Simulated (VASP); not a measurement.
# Se (R-3m) in VASP: a series of runs, part 2 of 2

VASP 6.6.1. The steps go on from the part before.

## Step 3: Single point, PBE

INCAR

```
  PREC = Accurate
  ENCUT = 520
  EDIFF = 1E-7
  ISMEAR = 1
  SIGMA = 0.1
  LREAL = False
  LASPH = True
  NELM = 60
  ALGO = Normal
  ISIF = 2
  LWAVE = False
  LCHARG = False
  GGA = PE
  NBANDS = 9
```

KPOINTS

```
Automatic mesh
0
Gamma
  9 9 9
```

POSCAR

```
Se
1.0
    1.9250000000      1.1113992700      0.8816666700
   -1.9250000000      1.1113992700      0.8816666700
    0.0000000000     -2.2227985400      0.8816666700
Se
1
Direct
    0.0000000000      0.0000000000      0.0000000000
```

Potentials or basis: VASP PAW PBE potentials, release 64 (Se).

Started as:

```
cat potpaw_PBE.64/Se/POTCAR > POTCAR
mpirun -np 1 vasp_std > vasp.out
```

OUTCAR:

```text
PREC = Accurate
   ENCUT = 520
   EDIFF = 1E-7
   ISMEAR = 1
   LREAL = False
   LASPH = True
   NELM = 60
   ISIF = 2
   GGA = PE

 ion  position               nearest neighbor table
   1  0.000  0.000  0.000-

  LATTYP: Found a trigonal (rhomboedric) cell.
 ALAT       =     2.3912694232
 COS(alpha) =    -0.2960878580

  Lattice vectors:

 A1 = (   1.9250000000,   1.1113992700,   0.8816666700)
 A2 = (  -1.9250000000,   1.1113992700,   0.8816666700)
 A3 = (   0.0000000000,  -2.2227985400,   0.8816666700)

Analysis of symmetry for initial positions (statically):
=====================================================================
 Subroutine PRICEL returns:
 Original cell was already a primitive cell.

 Routine SETGRP: Setting up the symmetry group for a
 trigonal (rhombohedral) supercell.

 Subroutine GETGRP returns: Found 12 space group operations
 (whereof 12 operations were pure point group operations)
 out of a pool of 12 trial point group operations.

The static configuration has the point symmetry D_3d.

Analysis of symmetry for dynamics (positions and initial velocities):
=====================================================================
 Subroutine PRICEL returns:
 Original cell was already a primitive cell.

 Routine SETGRP: Setting up the symmetry group for a
 trigonal (rhombohedral) supercell.

 Subroutine GETGRP returns: Found 12 space group operations
 (whereof 12 operations were pure point group operations)
 out of a pool of 12 trial point group operations.

The dynamic configuration has the point symmetry D_3d.

 Subroutine INISYM returns: Found 12 space group operations
 (whereof 12 operations are pure point group operations),
 and found     1 'primitive' translations

----------------------------------------------------------------------------------------

                                     Primitive cell

  volume of cell :      11.3177

  direct lattice vectors                    reciprocal lattice vectors
     1.925000000  1.111399270  0.881666670     0.259740260  0.149961109  0.378071832
    -1.925000000  1.111399270  0.881666670    -0.259740260  0.149961109  0.378071832
     0.000000000 -2.222798540  0.881666670     0.000000000 -0.299922217  0.378071832

  length of vectors
     2.391269423  2.391269423  2.391269426     0.482588486  0.482588486  0.482588486

  position of ions in fractional coordinates (direct lattice)
     0.000000000  0.000000000  0.000000000

  ion indices of the primitive-cell ions
   primitive index   ion index
                 1           1

----------------------------------------------------------------------------------------

 KPOINTS: Automatic mesh

Automatic generation of k-mesh.
 Grid dimensions read from file:
 generate k-points for:    9    9    9

 Generating k-lattice:

  Cartesian coordinates                     Fractional coordinates (reciprocal lattice)
     0.028860029  0.016662345  0.042007981     0.111111111  0.000000000  0.000000000
    -0.028860029  0.016662345  0.042007981     0.000000000  0.111111111  0.000000000
     0.000000000 -0.033324691  0.042007981     0.000000000  0.000000000  0.111111111

  Length of vectors
     0.053620943  0.053620943  0.053620943

  Shift w.r.t. Gamma in fractional coordinates (k-lattice)
     0.000000000  0.000000000  0.000000000

 Subroutine IBZKPT returns following result:
 ===========================================

 Found     85 irreducible k-points:

 Following reciprocal coordinates:
            Coordinates               Weight
  0.000000  0.000000  0.000000      1.000000
  0.111111 -0.000000  0.000000      6.000000
  0.222222 -0.000000  0.000000      6.000000
  0.333333 -0.000000  0.000000      6.000000
  0.444444 -0.000000  0.000000      6.000000
  0.111111  0.111111  0.000000      6.000000
[... 16 lines left out ...]
 -0.333333  0.333333  0.000000      6.000000
  0.444444  0.444444  0.000000      6.000000
 [... further k-points ...]
   k-points           NKPTS =     85   k-points in BZ     NKDIM =     85   number of bands    NBANDS=      9
   number of dos      NEDOS =    301   number of ions     NIONS =      1
   total plane-waves  NPLWV =   5832
   dimension x,y,z NGX =    18 NGY =   18 NGZ =   18
   dimension x,y,z NGXF=    36 NGYF=   36 NGZF=   36
   ions per type =               1
   NGX,Y,Z   is equivalent  to a cutoff of  12.51, 12.51, 12.51 a.u.
   NGXF,Y,Z  is equivalent  to a cutoff of  25.03, 25.03, 25.03 a.u.
 SYSTEM =  unknown system
   PREC   = accura    normal or accurate (medium, high low for compatibility)
   ISTART =      0    job   : 0-new  1-cont  2-samecut
   ICHARG =      2    charge: 1-file 2-atom 10-const
   ISPIN  =      1    spin polarized calculation?
   LNONCOLLINEAR =      F non collinear calculations
   LSORBIT =      F    spin-orbit coupling
   LASPH  =      T    aspherical Exc in radial PAW
   ENCUT  =  520.0 eV  38.22 Ry    6.18 a.u.   4.45  4.45  4.45*2*pi/ulx,y,z
   NELM   =     60;   NELMIN=  2; NELMDL= -5     # of ELM steps
   EDIFF  = 0.1E-06   stopping-criterion for ELM
   LREAL  =      F    real-space projection
   EDIFFG = 0.1E-05   stopping-criterion for IOM
   NSW    =      0    number of steps for IOM
   IBRION =     -1    ionic relax: 0-MD 1-quasi-New 2-CG
   NFREE  =      0    steps in history (QN), initial steepest desc. (CG)
   ISIF   =      2    stress and relaxation
   ISYM   =      2    0-nonsym 1-usesym 2-fastsym
   POTIM  = 0.5000    time-step for ionic-motion
   TEBEG  =    0.0;   TEEND  =   0.0 temperature during run
   PSTRESS=    0.0 pullay stress
   NELECT =       6.0000    total number of electrons
   NUPDOWN=      -1.0000    fix difference up-down
   EMIN   =  10.00;   EMAX   =-10.00  energy-range for DOS
   EFERMI =   0.00;   METHOD = LEGACY
   ISMEAR =     1;   SIGMA  =   0.10  broadening in eV -4-tet -1-fermi 0-gaus
   EFERMI_NEDOS =   21; number of points for ismear=-14 and -15
   IALGO  =     38    algorithm
   IMIX   =      4    mixing-type and parameters
     AMIX     =   0.40;   BMIX     =  1.00
     AMIX_MAG =   1.60;   BMIX_MAG =  1.00
  volume/ion in A,a.u.               =      11.32        76.38
  Fermi-wavevector in a.u.,A,eV,Ry     =   1.324971  2.503832 23.885687  1.755548
  Thomas-Fermi vector in A             =   2.454466
   LORBIT       =      0    0 simple, 1 ext, 2 COOP (PROOUT), +10 PAW based schemes
   GGA     = PE    functional components
   LHFCALC =     F    Hartree Fock is set to
   AEXX    =    0.0000 exact exchange contribution
   IVDW    =     0    specifies the selected vdW correction
   LEPSILON=     F    determine dielectric tensor
   LRPA    =     F    only Hartree local field effects (RPA)
 non-spin polarized calculation
 Methfessel and Paxton  Order N= 1 SIGMA  =   0.10
  energy-cutoff  :      520.00
  volume of cell :       11.32
 maximum number of plane-waves:       319
 NGX is ok and might be reduce to    18
   NGX =  9   NGY =  9   NGZ =  9

 number of electron       6.0000000 magnetization

 Free energy of the ion-electron system (eV)
  ---------------------------------------------------
  ext. energy  EPLUGINS =         0.00000000
  ---------------------------------------------------
  free energy    TOTEN  =        -0.23466485 eV

  energy without entropy =       -0.23414935  energy(sigma->0) =       -0.23449302

 E-fermi :  14.7521     XC(G=0): -13.4429

 val. band max:       14.7183859103   @ k =  -0.2222   0.2222   0.0000
 cond. band min:      14.7696216917   @ k =  -0.4444   0.4444   0.2222
 fundamental gap:      0.0512357814
 Fermi energy:        14.7521174592

 k-point     1 :       0.0000    0.0000    0.0000
  band No.  band energies     occupation
      1      -8.7841      2.00000
      2      20.3987      0.00000
      3      22.6616      0.00000
      4      22.6616      0.00000
      5      27.2627      0.00000
      6      27.2627      0.00000
      7      29.7262      0.00000
      8      33.3973      0.00000
      9      33.3974      0.00000
[... 265 lines left out ...]
 k-point    24 :       0.4444    0.4444    0.0000
  band No.  band energies     occupation
      1       0.6706      2.00000
      2       2.4902      2.00000
      3      10.8735      2.00000
      4      18.7663      0.00000
      5      23.1112      0.00000
      6      25.5025      0.00000
      7      34.2732      0.00000
      8      34.6596      0.00000
      9      39.9939      0.00000

 [... further k-points ...]

------------------------ aborting loop because EDIFF is reached ----------------------------------------

  FORCE on cell =-STRESS in cart. coord.  units (eV):
  Direction    XX          YY          ZZ          XY          YZ          ZX
  --------------------------------------------------------------------------------------
  -------------------------------------------------------------------------------------
  Total       11.2211515     11.2211516     11.5316235      0.0000000      0.0000000     -0.0000000
  in kB     1588.5156369   1588.5156421   1632.4674179      0.0000000      0.0000000     -0.0000000
  external PRESSURE =    1603.1662323 kB  Pullay stress =       0.0000000 kB

 VOLUME and BASIS-vectors are now :
 -----------------------------------------------------------------------------
  energy-cutoff  :      520.00
  volume of cell :       11.32
      direct lattice vectors                 reciprocal lattice vectors
     1.925000000  1.111399270  0.881666670     0.259740260  0.149961109  0.378071832
    -1.925000000  1.111399270  0.881666670    -0.259740260  0.149961109  0.378071832
     0.000000000 -2.222798540  0.881666670     0.000000000 -0.299922217  0.378071832

 POSITION                                       TOTAL-FORCE (eV/Angst)
 -----------------------------------------------------------------------------------
      0.00000      0.00000      0.00000         0.000000      0.000000      0.000000
 -----------------------------------------------------------------------------------
    total drift:                               -0.000000      0.000000      0.000000

  FREE ENERGIE OF THE ION-ELECTRON SYSTEM (eV)
  ---------------------------------------------------
  free  energy   TOTEN  =        -0.2346648542 eV

  energy  without entropy=       -0.2341493524  energy(sigma->0) =       -0.23449302
```

stdout:

```text
POSCAR found type information on POSCAR Se
 POSCAR found :  1 types and       1 ions
 scaLAPACK will be used
 LDA part: xc-table for (Slater+PW92), standard interpolation
 POSCAR, INCAR and KPOINTS ok, starting setup
 FFT: planning ... GRIDC
 FFT: planning ... GRID_SOFT
 FFT: planning ... GRID
 WAVECAR not read
 entering main loop
```

Wall time 3.4 s (1 thread of Intel Xeon 6975P-C (Granite Rapids), shared host); peak memory 0.12 GiB.

Results:

```yaml
Free_energy: -0.2347 eV
Pressure: 160.3 GPa
Band_gap_on_the_k_mesh: zero (band 3 reaches 22.66 eV, above the bottom of band 4 at 8.09 eV)
```
